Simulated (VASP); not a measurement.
A run of VASP 6.6.1 is set up as follows.

The input INCAR:

```
  ALGO = Normal
  EDIFF = 1E-6
  EDIFFG = -0.01
  ENCUT = 520
  IBRION = 2
  ISIF = 2
  ISMEAR = 0
  LASPH = True
  LCHARG = False
  LREAL = False
  LWAVE = False
  NELM = 100
  NSW = 50
  PREC = Accurate
  SIGMA = 0.05
```

The input KPOINTS:

```
k-points
0
Gamma
  12 12 6
```

The input POSCAR:

```
SiC
1.0
    2.8940077319      0.0000000000      0.0000000000
   -1.4470038660      2.5062842146      0.0000000000
    0.0000000000      0.0000000000      5.1464139497
Si C
2 2
Direct
    0.3333333333      0.6666666667      0.0046041256
    0.6666666667      0.3333333333      0.5046041256
    0.3333333333      0.6666666667      0.3803958744
    0.6666666667      0.3333333333      0.8803958744
```

Potentials or basis: VASP PAW LDA potentials, release 64 (Si, C).

Launch:

```sh
$ cat potpaw_LDA.64/Si/POTCAR potpaw_LDA.64/C/POTCAR > POTCAR
$ mpirun -np 1 vasp_std > vasp.out
```

**Question.** What does it give for the band gap on the k mesh?

**Answer.** 1.17 eV (least direct gap 4.25 eV).

**Question.** Predict the energy gained by relaxing.

**Answer.** 13.0 meV/atom.

Stress tensor (GPa, compression positive):
```
39.70  0.00  0.00
 0.00 39.70  0.00
 0.00  0.00 -8.61
```

A k mesh can miss the band edges. LDA gaps usually lie below the measured ones, often by a third to a half.
